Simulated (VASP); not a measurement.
# As (Cmce) in VASP: relaxation of cell and atoms with PBE+D3(BJ)

Aim: the relaxation of cell and atoms of As with PBE+D3(BJ).

All numbers are computed with VASP 6.6.1; they aren't measurements. Logs are shortened: lines on timing, memory, paths and dates and some standing lists are left out, and cuts for length are marked.

### Step 1. The cell of the first run

It takes space group Cmce (No. 64, orthorhombic). The conventional cell has a = 3.743 Å, b = 10.838 Å, c = 4.274 Å, α = 90.00°, β = 90.00°, γ = 90.00°. As (site symmetry m) has 5 As at 2.49 to 3.21 Å within 3.3 Å.

### Step 2. Relaxation of cell and atoms, PBE+D3(BJ)

Input file INCAR:

```
SYSTEM = As
PREC = Accurate
ENCUT = 600
EDIFF = 1E-7
ISMEAR = 0
SIGMA = 0.1
LREAL = .FALSE.
LASPH = .TRUE.
NELM = 80
ALGO = Normal
ISIF = 3
LWAVE = .FALSE.
LCHARG = .FALSE.
GGA = PE
IVDW = 12
IBRION = 2
NSW = 100
EDIFFG = -0.005
```

Input file KPOINTS:

```
regular mesh
0
G
  12 12 10
  0 0 0
```

Input file POSCAR:

```
As
1.0
    1.8713186514     -5.4189748352      0.0000000000
    1.8713186514      5.4189748352      0.0000000000
    0.0000000000      0.0000000000      4.2735193875
As
4
Direct
    0.8872641538      0.1127358462      0.0546996669
    0.6127358462      0.3872641538      0.5546996669
    0.1127358462      0.8872641538      0.9453003331
    0.3872641538      0.6127358462      0.4453003331
```

Potentials or basis: VASP PAW PBE potentials, release 64 (As).

The run is started by

```console
cat potpaw_PBE.64/As/POTCAR > POTCAR
mpirun -np 1 vasp_std > vasp.out
```

OUTCAR:

```text
SYSTEM = As
   PREC = Accurate
   ENCUT = 600
   EDIFF = 1E-7
   ISMEAR = 0
   LREAL = .FALSE.
   LASPH = .TRUE.
   NELM = 80
   ISIF = 3
   GGA = PE
   IVDW = 12
   IBRION = 2
   NSW = 100
   EDIFFG = -0.005
 IVDW          = 12

 ion  position               nearest neighbor table
   1  0.887  0.113  0.055-   3 2.49   4 2.51   4 2.51
   2  0.613  0.387  0.555-   4 2.49   3 2.51   3 2.51
   3  0.113  0.887  0.945-   1 2.49   2 2.51   2 2.51
   4  0.387  0.613  0.445-   2 2.49   1 2.51   1 2.51

  LATTYP: Found a base centered orthorhombic cell.
 ALAT       =     3.7426373028
 B/A-ratio  =     2.8958054958
 C/A-ratio  =     1.1418470564

  Lattice vectors:

 A1 = (   1.8713186514,  -5.4189748352,   0.0000000000)
 A2 = (   1.8713186514,   5.4189748352,   0.0000000000)
 A3 = (   0.0000000000,   0.0000000000,   4.2735193875)

Analysis of symmetry for initial positions (statically):
=====================================================================
 Subroutine PRICEL returns:
 Original cell was already a primitive cell.

 Routine SETGRP: Setting up the symmetry group for a
 base centered orthorhombic supercell.

 Subroutine GETGRP returns: Found  8 space group operations
 (whereof  4 operations were pure point group operations)
 out of a pool of  8 trial point group operations.

The static configuration has the point symmetry C_2h.
 The point group associated with its full space group is D_2h.

Analysis of symmetry for dynamics (positions and initial velocities):
=====================================================================
 Subroutine PRICEL returns:
 Original cell was already a primitive cell.

 Routine SETGRP: Setting up the symmetry group for a
 base centered orthorhombic supercell.

 Subroutine GETGRP returns: Found  8 space group operations
 (whereof  4 operations were pure point group operations)
 out of a pool of  8 trial point group operations.

The dynamic configuration has the point symmetry C_2h.
 The point group associated with its full space group is D_2h.

 Subroutine INISYM returns: Found  8 space group operations
 (whereof  4 operations are pure point group operations),
 and found     1 'primitive' translations

----------------------------------------------------------------------------------------

                                     Primitive cell

  volume of cell :      86.6723

  direct lattice vectors                    reciprocal lattice vectors
     1.871318651 -5.418974835  0.000000000     0.267191266 -0.092268375  0.000000000
[... 99 lines left out ...]
   TEBEG  =    0.0;   TEEND  =   0.0 temperature during run
   PSTRESS=    0.0 pullay stress
   NELECT =      20.0000    total number of electrons
   NUPDOWN=      -1.0000    fix difference up-down
   EMIN   =  10.00;   EMAX   =-10.00  energy-range for DOS
   EFERMI =   0.00;   METHOD = LEGACY
   ISMEAR =     0;   SIGMA  =   0.10  broadening in eV -4-tet -1-fermi 0-gaus
   EFERMI_NEDOS =   21; number of points for ismear=-14 and -15
   IALGO  =     38    algorithm
   IMIX   =      4    mixing-type and parameters
     AMIX     =   0.40;   BMIX     =  1.00
     AMIX_MAG =   1.60;   BMIX_MAG =  1.00
  volume/ion in A,a.u.               =      21.67       146.22
  Fermi-wavevector in a.u.,A,eV,Ry     =   1.004133  1.897537 13.718529  1.008283
  Thomas-Fermi vector in A             =   2.136730
   LORBIT       =      0    0 simple, 1 ext, 2 COOP (PROOUT), +10 PAW based schemes
   GGA     = PE    functional components
   LHFCALC =     F    Hartree Fock is set to
   AEXX    =    0.0000 exact exchange contribution
   IVDW    =    12    specifies the selected vdW correction
   LEPSILON=     F    determine dielectric tensor
   LRPA    =     F    only Hartree local field effects (RPA)
 conjugate gradient relaxation of ions
 non-spin polarized calculation
 Gauss-broadening in eV      SIGMA  =   0.10
  energy-cutoff  :      600.00
  volume of cell :       86.67
 maximum number of plane-waves:      2935
 NGX is ok and might be reduce to    48
   NGX = 23   NGY = 23   NGZ = 17

--------------------------------------- Ionic step        1  -------------------------------------------

 number of electron      20.0000000 magnetization

 Free energy of the ion-electron system (eV)
  ---------------------------------------------------
  ext. energy  EPLUGINS =         0.00000000
  ---------------------------------------------------
  free energy    TOTEN  =       -18.50916500 eV

  energy without entropy =      -18.50789323  energy(sigma->0) =      -18.50852911

------------------------ aborting loop because EDIFF is reached ----------------------------------------

 Edisp (eV)   -1.66510

 E8    (eV) :    -0.7046
[... 111 lines left out ...]
  FREE ENERGIE OF THE ION-ELECTRON SYSTEM (eV)
  ---------------------------------------------------
  free  energy   TOTEN  =       -20.1747376732 eV

  energy  without entropy=      -20.1734856155  energy(sigma->0) =      -20.17411164

[... ionic steps 4 to 8 ...]

--------------------------------------- Ionic step        9  -------------------------------------------

 number of electron      20.0000001 magnetization

------------------------ aborting loop because EDIFF is reached ----------------------------------------
[... 79 lines left out ...]
--------------------------------------- Ionic step       11  -------------------------------------------

 number of electron      20.0000001 magnetization

 Free energy of the ion-electron system (eV)
  ---------------------------------------------------
  ext. energy  EPLUGINS =         0.00000000
  ---------------------------------------------------
  free energy    TOTEN  =       -18.51505094 eV

  energy without entropy =      -18.51380660  energy(sigma->0) =      -18.51442877

 E-fermi :   5.0600     XC(G=0):  -9.9354

 val. band max:        5.0572905150   @ k =   0.5000   0.5000   0.1000
 cond. band min:       5.0609699146   @ k =   0.5000   0.4167   0.1000
 fundamental gap:      0.0036793995
 Fermi energy:         5.0600002968

 k-point     1 :       0.0000    0.0000    0.0000
  band No.  band energies     occupation
      1      -9.7128      2.00000
      2      -6.7754      2.00000
      3      -4.0579      2.00000
      4      -1.1063      2.00000
      5      -0.8455      2.00000
      6       0.8358      2.00000
      7       1.7678      2.00000
      8       2.8023      2.00000
      9       3.0613      2.00000
     10       4.1936      2.00000
     11       7.0687      0.00000
     12       7.4937      0.00000
     13       7.5668      0.00000
     14       8.6889      0.00000
[... 377 lines left out ...]
      1      -8.8927      2.00000
      2      -6.7828      2.00000
      3      -5.1083      2.00000
      4      -2.4341      2.00000
      5       0.4268      2.00000
      6       1.1917      2.00000
      7       1.8156      2.00000
      8       2.6426      2.00000
      9       3.0452      2.00000
     10       4.2532      2.00000
     11       5.9344      0.00000
     12       7.0098      0.00000
     13       7.2959      0.00000
     14       8.4203      0.00000

 [... further k-points ...]

------------------------ aborting loop because EDIFF is reached ----------------------------------------

 Edisp (eV)   -1.65976

 E8    (eV) :    -0.7024
[... 27 lines left out ...]
  FREE ENERGIE OF THE ION-ELECTRON SYSTEM (eV)
  ---------------------------------------------------
  free  energy   TOTEN  =       -20.1748097803 eV

  energy  without entropy=      -20.1735654462  energy(sigma->0) =      -20.17418761

 reached required accuracy - stopping structural energy minimisation
```

OSZICAR:

```text
N       E                     dE             d eps       ncg     rms          rms(c)
DAV:   1     0.810787366016E+02    0.81079E+02   -0.87943E+03  7224   0.134E+03
DAV:   2    -0.130270917395E+02   -0.94106E+02   -0.91555E+02  9478   0.176E+02
DAV:   3    -0.184940663094E+02   -0.54670E+01   -0.54091E+01  9420   0.461E+01
[... 69 lines left out ...]
  10 F= -.20174803E+02 E0= -.20174179E+02  d E =-.229129E-04
       N       E                     dE             d eps       ncg     rms          rms(c)
DAV:   1    -0.185150471663E+02   -0.16914E-04   -0.11936E-03  7230   0.191E-01    0.119E-02
DAV:   2    -0.185150515372E+02   -0.43709E-05   -0.58521E-05  9864   0.463E-02    0.602E-03
DAV:   3    -0.185150509095E+02    0.62770E-06   -0.18721E-06  8110   0.907E-03    0.234E-03
DAV:   4    -0.185150509371E+02   -0.27600E-07   -0.51470E-07  9042   0.432E-03
  11 F= -.20174810E+02 E0= -.20174188E+02  d E =-.293779E-04
```

CONTCAR:

```text
As
   1.00000000000000
     1.8708972852781367   -5.4188067816559595   -0.0000000000000000
     1.8708972852781367    5.4188067816559595    0.0000000000000000
     0.0000000000000000   -0.0000000000000000    4.2880788249997446
  As
     4
Direct
     0.8870930496878778    0.1129069503121221    0.0545491947112046
     0.6129069503121222    0.3870930496878781    0.5545491947112045
     0.1129069503121221    0.8870930496878778    0.9454508052887955
     0.3870930496878781    0.6129069503121222    0.4454508052887954

  0.00000000E+00  0.00000000E+00  0.00000000E+00
  0.00000000E+00  0.00000000E+00  0.00000000E+00
  0.00000000E+00  0.00000000E+00  0.00000000E+00
  0.00000000E+00  0.00000000E+00  0.00000000E+00
```

Wall time 32 min (1 thread of Intel Xeon Platinum 8375C at 2.90GHz (Ice Lake), shared host); peak memory 0.54 GiB.

What came out:

| Property | Result |
| --- | --- |
| Free energy | -20.1748 eV |
| Relaxed volume | 21.74 Å³/atom |
| Relaxed cell | a = 5.733 Å, b = 5.733 Å, c = 4.288 Å, α = 90.00°, β = 90.00°, γ = 141.90° |
| Space group after relaxing (to 0.1 Å) | Cmce (No. 64) |
| Energy gained by relaxing | 0.1 meV/atom |
| Ionic steps | 11 |
| Pressure after relaxing | 0.0 GPa |
| Largest force after relaxing | 0.005 eV/Å |
| Band gap on the k mesh | zero (bands 10 and 11 overlap by 0.41 eV) |
| Dispersion energy per atom | -0.415 eV |

Forces on the atoms (eV/Å):
```
As   0.000 -0.002  0.005
As   0.000  0.002  0.005
As   0.000  0.002 -0.005
As   0.000 -0.002 -0.005
```

Step by step:
| step | energy change (eV) | largest force (eV/Å) | pressure (GPa) | volume (Å³) |
| --- | --- | --- | --- | --- |
| 1 | 0.0000 | 0.0491 | 0.32 | 86.67 |
| 2 | -0.0002 | 0.0327 | -0.26 | 87.22 |
| 3 | -0.0005 | 0.0030 | -0.01 | 86.98 |
| 4 | -0.0005 | 0.0023 | -0.02 | 86.99 |
| 5 | -0.0005 | 0.0068 | -0.01 | 86.97 |
| 6 | -0.0005 | 0.0109 | 0.01 | 86.95 |
| 7 | -0.0005 | 0.0126 | 0.01 | 86.95 |
| 8 | -0.0005 | 0.0082 | 0.01 | 86.95 |
| 9 | -0.0005 | 0.0055 | 0.01 | 86.95 |
| 10 | -0.0005 | 0.0074 | 0.01 | 86.94 |
| 11 | -0.0005 | 0.0049 | 0.01 | 86.95 |

Final structure:
```
CELL_PARAMETERS angstrom
1.87090 -5.41881 0.00000
1.87090 5.41881 0.00000
0.00000 0.00000 4.28808
ATOMIC_POSITIONS crystal
As 0.88709 0.11291 0.05455
As 0.61291 0.38709 0.55455
As 0.11291 0.88709 0.94545
As 0.38709 0.61291 0.44545
```
